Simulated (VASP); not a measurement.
# TiC (sol) (Fm-3m) in VASP: further runs

The runs below take TiC (sol) through single point, relaxation of cell and atoms, with PBEsol.

Everything below comes from runs of VASP 6.6.1. Logs are shortened: lines on timing, memory, paths and dates and some standing lists are left out, and cuts for length are marked.

## 1. The cell of the first run

The structure is cubic, space group Fm-3m (No. 225). Conventional cell: a = 4.293 Å, b = 4.293 Å, c = 4.293 Å, α = 90.00°, β = 90.00°, γ = 90.00°. Ti (site symmetry m-3m) has 6 C at 2.15 Å within 2.8 Å. C (site symmetry m-3m) has 6 Ti at 2.15 Å within 2.8 Å.

## 2. Single point, PBEsol

File INCAR:

```
PREC = Accurate
ENCUT = 600
EDIFF = 1E-6
ISMEAR = 0
SIGMA = 0.1
LREAL = F
LASPH = T
NELM = 120
ALGO = Normal
ISIF = 2
LWAVE = F
LCHARG = T
GGA = PS
LELF = T
LVHAR = T
NBANDS = 15
GGA_COMPAT = F
```

File KPOINTS:

```
regular mesh
0
Gamma
  16 16 16
```

File POSCAR:

```
TiC
1.0
    0.0000000000      2.1466167664      2.1466167664
    2.1466167664      0.0000000000      2.1466167664
    2.1466167664      2.1466167664      0.0000000000
Ti C
1 1
Direct
    0.0000000000      0.0000000000      0.0000000000
    0.5000000000      0.5000000000      0.5000000000
```

Potentials or basis: VASP PAW PBE potentials, release 64 (Ti_sv, C).

Started as:

```
> cat potpaw_PBE.64/Ti_sv/POTCAR potpaw_PBE.64/C/POTCAR > POTCAR
> mpirun -np 1 vasp_std > vasp.out
```

OUTCAR:

```text
PREC = Accurate
   ENCUT = 600
   EDIFF = 1E-6
   ISMEAR = 0
   LREAL = F
   LASPH = T
   NELM = 120
   ISIF = 2
   GGA = PS

 ion  position               nearest neighbor table
   1  0.000  0.000  0.000-   2 2.15   2 2.15   2 2.15   2 2.15   2 2.15   2 2.15
   2  0.500  0.500  0.500-   1 2.15   1 2.15   1 2.15   1 2.15   1 2.15   1 2.15

  LATTYP: Found a face centered cubic cell.
 ALAT       =     4.2932335328

  Lattice vectors:

 A1 = (   0.0000000000,   2.1466167664,   2.1466167664)
 A2 = (   2.1466167664,   0.0000000000,   2.1466167664)
 A3 = (   2.1466167664,   2.1466167664,   0.0000000000)

Analysis of symmetry for initial positions (statically):
=====================================================================
 Subroutine PRICEL returns:
 Original cell was already a primitive cell.

 Routine SETGRP: Setting up the symmetry group for a
 face centered cubic supercell.

 Subroutine GETGRP returns: Found 48 space group operations
 (whereof 48 operations were pure point group operations)
 out of a pool of 48 trial point group operations.

The static configuration has the point symmetry O_h .

Analysis of symmetry for dynamics (positions and initial velocities):
=====================================================================
 Subroutine PRICEL returns:
 Original cell was already a primitive cell.

 Routine SETGRP: Setting up the symmetry group for a
 face centered cubic supercell.

 Subroutine GETGRP returns: Found 48 space group operations
 (whereof 48 operations were pure point group operations)
 out of a pool of 48 trial point group operations.

The dynamic configuration has the point symmetry O_h .

 Subroutine INISYM returns: Found 48 space group operations
 (whereof 48 operations are pure point group operations),
 and found     1 'primitive' translations

----------------------------------------------------------------------------------------

                                     Primitive cell

  volume of cell :      19.7831

  direct lattice vectors                    reciprocal lattice vectors
     0.000000000  2.146616766  2.146616766    -0.232924669  0.232924669  0.232924669
     2.146616766  0.000000000  2.146616766     0.232924669 -0.232924669  0.232924669
     2.146616766  2.146616766  0.000000000     0.232924669  0.232924669 -0.232924669

  length of vectors
     3.035774544  3.035774544  3.035774544     0.403437361  0.403437361  0.403437361

  position of ions in fractional coordinates (direct lattice)
     0.000000000  0.000000000  0.000000000
     0.500000000  0.500000000  0.500000000

  ion indices of the primitive-cell ions
   primitive index   ion index
                 1           1
                 2           2

----------------------------------------------------------------------------------------

 KPOINTS: regular mesh

Automatic generation of k-mesh.
 Grid dimensions read from file:
 generate k-points for:   16   16   16

 Generating k-lattice:

  Cartesian coordinates                     Fractional coordinates (reciprocal lattice)
    -0.014557792  0.014557792  0.014557792     0.062500000  0.000000000  0.000000000
     0.014557792 -0.014557792  0.014557792     0.000000000  0.062500000  0.000000000
     0.014557792  0.014557792 -0.014557792     0.000000000  0.000000000  0.062500000

  Length of vectors
     0.025214835  0.025214835  0.025214835

  Shift w.r.t. Gamma in fractional coordinates (k-lattice)
     0.000000000  0.000000000  0.000000000

 Subroutine IBZKPT returns following result:
 ===========================================

 Found    145 irreducible k-points:

 Following reciprocal coordinates:
            Coordinates               Weight
  0.000000  0.000000  0.000000      1.000000
  0.062500  0.000000  0.000000      8.000000
  0.125000  0.000000  0.000000      8.000000
  0.187500  0.000000  0.000000      8.000000
  0.250000  0.000000  0.000000      8.000000
  0.312500  0.000000  0.000000      8.000000
[... 16 lines left out ...]
 -0.125000  0.062500  0.000000     24.000000
 -0.062500  0.062500  0.000000     12.000000
 [... further k-points ...]
   k-points           NKPTS =    145   k-points in BZ     NKDIM =    145   number of bands    NBANDS=     15
   number of dos      NEDOS =    301   number of ions     NIONS =      2
   total plane-waves  NPLWV =  13824
   dimension x,y,z NGX =    24 NGY =   24 NGZ =   24
   dimension x,y,z NGXF=    48 NGYF=   48 NGZF=   48
   ions per type =               1   1
   NGX,Y,Z   is equivalent  to a cutoff of  13.14, 13.14, 13.14 a.u.
   NGXF,Y,Z  is equivalent  to a cutoff of  26.29, 26.29, 26.29 a.u.
 SYSTEM =  unknown system
   PREC   = accura    normal or accurate (medium, high low for compatibility)
   ISTART =      0    job   : 0-new  1-cont  2-samecut
   ICHARG =      2    charge: 1-file 2-atom 10-const
   ISPIN  =      1    spin polarized calculation?
   LNONCOLLINEAR =      F non collinear calculations
   LSORBIT =      F    spin-orbit coupling
   LASPH  =      T    aspherical Exc in radial PAW
   ENCUT  =  600.0 eV  44.10 Ry    6.64 a.u.   6.06  6.06  6.06*2*pi/ulx,y,z
   NELM   =    120;   NELMIN=  2; NELMDL= -5     # of ELM steps
   EDIFF  = 0.1E-05   stopping-criterion for ELM
   LREAL  =      F    real-space projection
   EDIFFG = 0.1E-04   stopping-criterion for IOM
   NSW    =      0    number of steps for IOM
   IBRION =     -1    ionic relax: 0-MD 1-quasi-New 2-CG
   NFREE  =      0    steps in history (QN), initial steepest desc. (CG)
   ISIF   =      2    stress and relaxation
   ISYM   =      2    0-nonsym 1-usesym 2-fastsym
   POTIM  = 0.5000    time-step for ionic-motion
   TEBEG  =    0.0;   TEEND  =   0.0 temperature during run
   PSTRESS=    0.0 pullay stress
   NELECT =      16.0000    total number of electrons
   NUPDOWN=      -1.0000    fix difference up-down
   EMIN   =  10.00;   EMAX   =-10.00  energy-range for DOS
   EFERMI =   0.00;   METHOD = LEGACY
   ISMEAR =     0;   SIGMA  =   0.10  broadening in eV -4-tet -1-fermi 0-gaus
   EFERMI_NEDOS =   21; number of points for ismear=-14 and -15
   IALGO  =     38    algorithm
   IMIX   =      4    mixing-type and parameters
     AMIX     =   0.40;   BMIX     =  1.00
     AMIX_MAG =   1.60;   BMIX_MAG =  1.00
  volume/ion in A,a.u.               =       9.89        66.75
  Fermi-wavevector in a.u.,A,eV,Ry     =   1.525283  2.882366 31.653776  2.326487
  Thomas-Fermi vector in A             =   2.633474
   LORBIT       =      0    0 simple, 1 ext, 2 COOP (PROOUT), +10 PAW based schemes
   GGA     = PS    functional components
   LHFCALC =     F    Hartree Fock is set to
   AEXX    =    0.0000 exact exchange contribution
   IVDW    =     0    specifies the selected vdW correction
   LEPSILON=     F    determine dielectric tensor
   LRPA    =     F    only Hartree local field effects (RPA)
 non-spin polarized calculation
 Gauss-broadening in eV      SIGMA  =   0.10
  energy-cutoff  :      600.00
  volume of cell :       19.78
 maximum number of plane-waves:       684
   NGX = 13   NGY = 13   NGZ = 13

 number of electron      16.0000003 magnetization

 Free energy of the ion-electron system (eV)
  ---------------------------------------------------
  ext. energy  EPLUGINS =         0.00000000
  ---------------------------------------------------
  free energy    TOTEN  =       -19.80274895 eV

  energy without entropy =      -19.80080076  energy(sigma->0) =      -19.80177486

 E-fermi :   9.6048     XC(G=0): -12.9984

 val. band max:        9.5943742583   @ k =   0.1250   0.1250   0.0000
 cond. band min:       9.6061454035   @ k =   0.1250   0.0625   0.0000
 fundamental gap:      0.0117711452
 Fermi energy:         9.6048338299

 k-point     1 :       0.0000    0.0000    0.0000
  band No.  band energies     occupation
      1     -46.6363      2.00000
      2     -22.7487      2.00000
      3     -22.7487      2.00000
      4     -22.7487      2.00000
      5      -2.8748      2.00000
      6      10.2887      0.00000
      7      10.2887      0.00000
      8      10.2887      0.00000
      9      11.3538      0.00000
     10      11.3538      0.00000
     11      11.3538      0.00000
     12      11.3990      0.00000
     13      11.3991      0.00000
     14      20.4881      0.00000
     15      23.6489      0.00000

 k-point     2 :       0.0625    0.0000    0.0000
  band No.  band energies     occupation
      1     -46.6331      2.00000
      2     -22.7709      2.00000
      3     -22.7508      2.00000
      4     -22.7508      2.00000
      5      -2.7827      2.00000
      6       9.8422      0.00079
      7      10.0949      0.00000
      8      10.0949      0.00000
      9      10.6657      0.00000
     10      10.6657      0.00000
     11      11.5947      0.00000
     12      12.4165      0.00000
     13      12.4165      0.00000
     14      20.6456      0.00000
     15      23.7052      0.00000

 k-point     3 :       0.1250    0.0000    0.0000
  band No.  band energies     occupation
      1     -46.6240      2.00000
      2     -22.8337      2.00000
      3     -22.7566      2.00000
      4     -22.7566      2.00000
      5      -2.5120      2.00000
      6       8.9520      2.00000
      7       9.3209      1.99994
      8       9.3209      1.99994
      9      10.7341      0.00000
     10      10.7341      0.00000
     11      11.9341      0.00000
     12      13.5163      0.00000
     13      13.5163      0.00000
     14      21.0240      0.00000
     15      23.7817      0.00000
[... 343 lines left out ...]
 k-point    23 :      -0.1250    0.0625    0.0000
  band No.  band energies     occupation
      1     -46.6173      2.00000
      2     -22.8702      2.00000
      3     -22.7772      2.00000
      4     -22.7536      2.00000
      5      -2.3105      2.00000
      6       8.4649      2.00000
      7       8.8004      2.00000
      8       8.9917      2.00000
      9      10.6120      0.00000
     10      11.2022      0.00000
     11      12.2543      0.00000
     12      13.3651      0.00000
     13      14.5185      0.00000
     14      21.2767      0.00000
     15      23.7966      0.00000

 k-point    24 :      -0.0625    0.0625    0.0000
  band No.  band energies     occupation
      1     -46.6279      2.00000
      2     -22.8015      2.00000
      3     -22.7633      2.00000
      4     -22.7499      2.00000
      5      -2.6319      2.00000
      6       9.3851      1.99811
      7       9.5575      1.49688
      8       9.5911      1.15405
      9      10.4048      0.00000
     10      11.0298      0.00000
     11      11.9524      0.00000
     12      12.5485      0.00000
     13      13.4370      0.00000
     14      20.8872      0.00000
     15      23.7699      0.00000

 [... further k-points ...]

------------------------ aborting loop because EDIFF is reached ----------------------------------------

  FORCE on cell =-STRESS in cart. coord.  units (eV):
  Direction    XX          YY          ZZ          XY          YZ          ZX
  --------------------------------------------------------------------------------------
  -------------------------------------------------------------------------------------
  Total        0.0222119      0.0222119      0.0222119     -0.0000000      0.0000000     -0.0000000
  in kB        1.7988835      1.7988835      1.7988835     -0.0000000      0.0000000     -0.0000000
  external PRESSURE =       1.7988835 kB  Pullay stress =       0.0000000 kB

 VOLUME and BASIS-vectors are now :
 -----------------------------------------------------------------------------
  energy-cutoff  :      600.00
  volume of cell :       19.78
      direct lattice vectors                 reciprocal lattice vectors
     0.000000000  2.146616766  2.146616766    -0.232924669  0.232924669  0.232924669
     2.146616766  0.000000000  2.146616766     0.232924669 -0.232924669  0.232924669
     2.146616766  2.146616766  0.000000000     0.232924669  0.232924669 -0.232924669

 POSITION                                       TOTAL-FORCE (eV/Angst)
 -----------------------------------------------------------------------------------
      0.00000      0.00000      0.00000        -0.000000      0.000000     -0.000000
      2.14662      2.14662      2.14662         0.000000      0.000000      0.000000
 -----------------------------------------------------------------------------------
    total drift:                                0.000000     -0.000000     -0.000000

  FREE ENERGIE OF THE ION-ELECTRON SYSTEM (eV)
  ---------------------------------------------------
  free  energy   TOTEN  =       -19.8027489535 eV

  energy  without entropy=      -19.8008007586  energy(sigma->0) =      -19.80177486
```

It took 21 s on 1 thread of Intel Xeon 6975P-C, shared host; peak memory 0.18 GiB.

Results:

* Free energy: -19.8027 eV
* Pressure: 0.2 GPa
* Band gap on the k mesh: zero (band 8 reaches 10.29 eV, above the bottom of band 9 at 9.20 eV)

Caveat: the PAW data sets were made with another functional, which shifts forces and pressure a little.

## 3. Relaxation of cell and atoms, PBEsol

This run uses another cell than the first one, of 10.16 Å³/atom, 1.027 times its volume.

File INCAR:

```
SYSTEM = TiC
PREC = Accurate
ENCUT = 600
EDIFF = 1E-7
ISMEAR = 0
SIGMA = 0.1
LREAL = .False.
LASPH = .True.
NELM = 120
ALGO = Normal
ISIF = 3
LWAVE = .False.
LCHARG = .False.
GGA = PS
IBRION = 2
NSW = 100
EDIFFG = -0.002
GGA_COMPAT = .False.
NELMIN = 4
```

File KPOINTS:

```
Automatic mesh
0
Gamma
  16 16 16
  0 0 0
```

File POSCAR:

```
TiC
1.0
    0.0000000000      2.1657188400      2.1657188400
    2.1657188400      0.0000000000      2.1657188400
    2.1657188400      2.1657188400      0.0000000000
Ti C
1 1
Direct
    0.0000000000      0.0000000000      0.0000000000
    0.5000000000      0.5000000000      0.5000000000
```

Potentials or basis: VASP PAW PBE potentials, release 64 (Ti_sv, C).

Started as:

```
> cat potpaw_PBE.64/Ti_sv/POTCAR potpaw_PBE.64/C/POTCAR > POTCAR
> mpirun -np 1 vasp_std > vasp.out
```

OUTCAR:

```text
SYSTEM = TiC
   PREC = Accurate
   ENCUT = 600
   EDIFF = 1E-7
   ISMEAR = 0
   LREAL = .False.
   LASPH = .True.
   NELM = 120
   ISIF = 3
   GGA = PS
   IBRION = 2
   NSW = 100
   EDIFFG = -0.002
   NELMIN = 4

 ion  position               nearest neighbor table
   1  0.000  0.000  0.000-   2 2.17   2 2.17   2 2.17   2 2.17   2 2.17   2 2.17
   2  0.500  0.500  0.500-   1 2.17   1 2.17   1 2.17   1 2.17   1 2.17   1 2.17

  LATTYP: Found a face centered cubic cell.
 ALAT       =     4.3314376800

  Lattice vectors:

 A1 = (   0.0000000000,   2.1657188400,   2.1657188400)
 A2 = (   2.1657188400,   0.0000000000,   2.1657188400)
 A3 = (   2.1657188400,   2.1657188400,   0.0000000000)

Analysis of symmetry for initial positions (statically):
=====================================================================
 Subroutine PRICEL returns:
 Original cell was already a primitive cell.

 Routine SETGRP: Setting up the symmetry group for a
 face centered cubic supercell.

 Subroutine GETGRP returns: Found 48 space group operations
 (whereof 48 operations were pure point group operations)
 out of a pool of 48 trial point group operations.

The static configuration has the point symmetry O_h .

Analysis of symmetry for dynamics (positions and initial velocities):
=====================================================================
 Subroutine PRICEL returns:
 Original cell was already a primitive cell.

[... 166 lines left out ...]
  external PRESSURE =     -65.6082724 kB  Pullay stress =       0.0000000 kB
[... 23 lines left out ...]
--------------------------------------- Ionic step        2  -------------------------------------------

 number of electron      16.0000002 magnetization

 E-fermi :  10.0206     XC(G=0): -13.1782

 val. band max:       10.0104531202   @ k =   0.1250   0.0625   0.0000
 cond. band min:      10.0632482239   @ k =   0.5000   0.5000   0.0000
 fundamental gap:      0.0527951037
 Fermi energy:        10.0205991659

 k-point     1 :       0.0000    0.0000    0.0000
  band No.  band energies     occupation
      1     -46.1225      2.00000
      2     -22.2132      2.00000
      3     -22.2132      2.00000
      4     -22.2132      2.00000
      5      -2.6171      2.00000
      6      10.7130      0.00000
      7      10.7130      0.00000
      8      10.7130      0.00000
      9      11.8138      0.00000
     10      11.8138      0.00000
     11      11.8138      0.00000
     12      11.8879      0.00000
[... 488 lines left out ...]
--------------------------------------- Ionic step        6  -------------------------------------------

 number of electron      16.0000003 magnetization

 Free energy of the ion-electron system (eV)
  ---------------------------------------------------
  ext. energy  EPLUGINS =         0.00000000
  ---------------------------------------------------
  free energy    TOTEN  =       -19.80344695 eV

  energy without entropy =      -19.80149748  energy(sigma->0) =      -19.80247221

 E-fermi :   9.5984     XC(G=0): -12.9955

 val. band max:        9.5880948763   @ k =   0.1250   0.1250   0.0000
 cond. band min:       9.5998473066   @ k =   0.1250   0.0625   0.0000
 fundamental gap:      0.0117524303
 Fermi energy:         9.5983592400

 k-point     1 :       0.0000    0.0000    0.0000
  band No.  band energies     occupation
      1     -46.6441      2.00000
      2     -22.7570      2.00000
      3     -22.7570      2.00000
      4     -22.7570      2.00000
      5      -2.8786      2.00000
      6      10.2822      0.00000
      7      10.2822      0.00000
      8      10.2822      0.00000
      9      11.3467      0.00000
     10      11.3467      0.00000
     11      11.3467      0.00000
     12      11.3915      0.00000
[... 374 lines left out ...]
  FREE ENERGIE OF THE ION-ELECTRON SYSTEM (eV)
  ---------------------------------------------------
  free  energy   TOTEN  =       -19.8034469482 eV

  energy  without entropy=      -19.8014974817  energy(sigma->0) =      -19.80247221

 reached required accuracy - stopping structural energy minimisation
```

CONTCAR:

```text
TiC
   1.00000000000000
     0.0000000000000000    2.1470048026900939    2.1470048026900939
     2.1470048026900939    0.0000000000000000    2.1470048026900939
     2.1470048026900939    2.1470048026900939   -0.0000000000000000
  Ti              C
     1     1
Direct
     0.0000000000000000    0.0000000000000000    0.0000000000000000
     0.5000000000000000    0.5000000000000000    0.5000000000000000

  0.00000000E+00  0.00000000E+00  0.00000000E+00
  0.00000000E+00  0.00000000E+00  0.00000000E+00
```

Wall time 90 s (1 thread of Intel Xeon 6975P-C, shared host); peak memory 0.18 GiB.

Results:

```yaml
Free_energy: -19.8034 eV
Relaxed_volume: 9.90 Å³/atom
Relaxed_cell: a = 3.036 Å, b = 3.036 Å, c = 3.036 Å, α = 60.00°, β = 60.00°, γ = 60.00°
Space_group_after_relaxing_to_0.05_Å: Fm-3m (No. 225)
Energy_gained_by_relaxing: 5.5 meV/atom
Ionic_steps: 6
Pressure_after_relaxing: 0.0 GPa
Band_gap_on_the_k_mesh: zero (band 8 reaches 10.28 eV, above the bottom of band 9 at 9.20 eV)
```

Step by step:
```csv
step,energy change (eV),largest force (eV/Å),pressure (GPa),volume (Å³)
1,0.0000,0.0000,-6.56,20.32
2,0.0094,0.0000,9.86,19.12
3,-0.0109,0.0000,-0.06,19.80
4,-0.0109,0.0000,0.07,19.79
5,-0.0109,0.0000,-0.07,19.80
6,-0.0109,0.0000,0.00,19.79
```

Final structure:
```xyz
2
Lattice="0.0000 2.1470 2.1470 2.1470 0.0000 2.1470 2.1470 2.1470 0.0000" Properties=species:S:1:pos:R:3 pbc="T T T"
Ti    0.0000    0.0000    0.0000
C     2.1470    2.1470    2.1470
```

Levels at points of the mesh, in eV from the Fermi level:
```csv
k point,band 6,band 7,band 8,band 9,band 10,band 11
"(0.00, 0.00, 0.00)",0.68,0.68,0.68,1.75,1.75,1.75
"(0.50, 0.00, 0.00)",-5.98,-2.97,-2.97,3.03,3.03,4.27
"(0.50, 0.50, 0.00)",-3.45,-1.74,0.01,0.01,2.84,3.66
```

Caveat: the PAW data sets were made with another functional, which shifts forces and pressure a little.
